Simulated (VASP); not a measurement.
Wanted: the native input for a VASP 6.6.1 run.

```
Task                   : single point
Functional             : PBEsol
Potentials or basis    : VASP PAW PBE potentials, release 64 (Si, Ni)
Cutoff                 : 520 eV
k mesh                 : 9 × 7 × 1
Occupations            : gaussian, width 0.1 eV
Spin                   : no spin polarisation
Dipole correction      : yes
Further INCAR settings : LREAL = Auto; ALGO = Fast; EDIFF = 1e-06; NBANDS = 114
```

The structure of SiNi2 lies in POSCAR:

```
SiNi2
1.0
    3.8684636528      0.0000000000      0.0000000000
    0.0000000000      4.9169852583      0.0000000000
    0.0000000000      0.0000000000     27.2840219222
Si Ni
8 16
Direct
    0.0000000000      0.7500000000      0.2772835776
    0.0000000000      0.2500000000      0.3548416171
    0.5000000000      0.7500000000      0.3976532645
    0.5000000000      0.2500000000      0.4789516471
    0.0000000000      0.7500000000      0.5210483788
    0.0000000000      0.2500000000      0.6023466241
    0.5000000000      0.7500000000      0.6451585192
    0.5000000000      0.2500000000      0.7227163906
    0.0000000000      0.2500000000      0.2753164381
    0.5000000000     -0.0030721600      0.3144452606
    0.5000000000      0.5030721600      0.3144452606
    0.0000000000      0.7500000000      0.3589366401
    0.5000000000      0.2500000000      0.3968900156
    0.0000000000      0.0008233513      0.4392889680
    0.0000000000      0.4991766487      0.4392889680
    0.5000000000      0.7500000000      0.4795039936
    0.0000000000      0.2500000000      0.5204958952
    0.5000000000     -0.0008234217      0.5607109465
    0.5000000000      0.5008234217      0.5607109465
    0.0000000000      0.7500000000      0.6031100501
    0.5000000000      0.2500000000      0.6410632742
    0.0000000000      0.0030721588      0.6855547972
    0.0000000000      0.4969278412      0.6855547972
    0.5000000000      0.7500000000      0.7246837295
```

The input as run:

INCAR

```
PREC     = Accurate       # precision mode
ENCUT    = 520            # plane-wave cutoff, eV
EDIFF    = 1E-6           # SCF threshold, eV
ISMEAR   = 0              # smearing method
SIGMA    = 0.1            # smearing width, eV
LREAL    = Auto         
LASPH    = T              # aspherical terms in the spheres
NELM     = 80             # most SCF steps
ALGO     = Fast           # electronic algorithm
ISIF     = 2              # what is computed and relaxed
LWAVE    = F              # write WAVECAR
LCHARG   = F              # write CHGCAR
LDIPOL   = T            
IDIPOL   = 3            
DIPOL    = 0.5 0.5 0.500
GGA      = PS             # functional
NBANDS   = 114            # bands
```

KPOINTS

```
Automatic mesh
0
Gamma
  9 7 1
```

Potentials or basis: VASP PAW PBE potentials, release 64 (Si, Ni).

Run with:

```bash
$ cat potpaw_PBE.64/Si/POTCAR potpaw_PBE.64/Ni/POTCAR > POTCAR
$ mpirun -np 1 vasp_std > vasp.out
```

Results of the run:

```yaml
Largest_force: 0.054 eV/Å
Band_gap_on_the_k_mesh: zero (bands 96 and 97 overlap by 1.46 eV)
```

Caveat: the PAW data sets were made with another functional, which shifts forces and pressure a little.

Wall time 110 min on 1 thread of Oxide Virtual Turin-like Processor, on a shared host, peak memory 0.98 GiB.
